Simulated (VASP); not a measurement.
The system is Hf2Pd2Se2Br2O3.

```
Hf Pd Se Br O
1.0
     5.73511    0.00000    0.00000
    -2.86755    4.96675    0.00000
     0.00000    0.00000    9.41884
Hf Pd Se Br O
2 2 2 2 3
Direct
  0.33333 0.66667 0.00000
  0.66667 0.33333 0.00000
  0.00000 0.00000 0.25268
  0.00000 0.00000 0.74732
  0.33333 0.66667 0.50000
  0.66667 0.33333 0.50000
  0.00000 0.00000 0.50000
  0.00000 0.00000 0.00000
  0.50000 0.00000 0.00000
  0.00000 0.50000 0.00000
  0.50000 0.50000 0.00000
```

The cell was built from a structure type or drawn by symmetry, and may not be a known phase.

| Property | Result |
| --- | --- |
| Program | VASP 6.6.1 |
| Task | relaxation of cell and atoms |
| Functional | PBE |
| Potentials or basis | VASP PAW PBE potentials, release 64 (Hf_pv, Pd, Se, Br, O) |
| Cutoff | 600 eV |
| k mesh | 3 × 3 × 2 |
| Occupations | gaussian, width 0.15 eV |
| Spin | no spin polarisation |

At the start: pressure 33.4 GPa; volume 24.39 Å³/atom.

**Question.** How do energy, volume and symmetry change on relaxing?

**Answer.** Over 11 steps the energy falls by 947.3 meV/atom and the volume is 31.81 Å³/atom (+30.4 %); space group P6/mmm (No. 191, to 0.1 Å) before and after.

Step by step:
```tsv
step	energy change (eV)	largest force (eV/Å)	pressure (GPa)	volume (Å³)
1	0.0000	0.1027	33.36	268.29
2	-2.5854	0.1487	-9.41	502.44
3	-10.3121	0.0774	-1.10	366.07
4	-10.3330	0.0614	-1.48	363.31
5	-8.5248	0.0537	9.75	313.98
6	-10.3507	0.0597	-0.86	359.25
7	-10.3510	0.0587	-0.57	357.30
8	-10.4121	0.1045	-0.08	351.17
9	-10.4188	0.1206	0.16	348.62
10	-10.4188	0.1218	0.18	348.45
11	-10.4200	0.0019	-0.09	349.96
```

Final structure:
```
CELL_PARAMETERS angstrom
6.63246 0.00000 0.00000
-3.31623 5.74388 0.00000
0.00000 0.00000 9.18630
ATOMIC_POSITIONS crystal
Hf 0.33333 0.66667 0.00000
Hf 0.66667 0.33333 0.00000
Pd 0.00000 0.00000 0.25145
Pd 0.00000 0.00000 0.74855
Se 0.33333 0.66667 0.50000
Se 0.66667 0.33333 0.50000
Br 0.00000 0.00000 0.50000
Br 0.00000 0.00000 0.00000
O 0.50000 0.00000 0.00000
O 0.00000 0.50000 0.00000
O 0.50000 0.50000 0.00000
```

Caveat: the k points lie up to 0.36 Å⁻¹ apart in the final cell; the volume moved by over 15 % at a fixed basis, so the end points are rough.
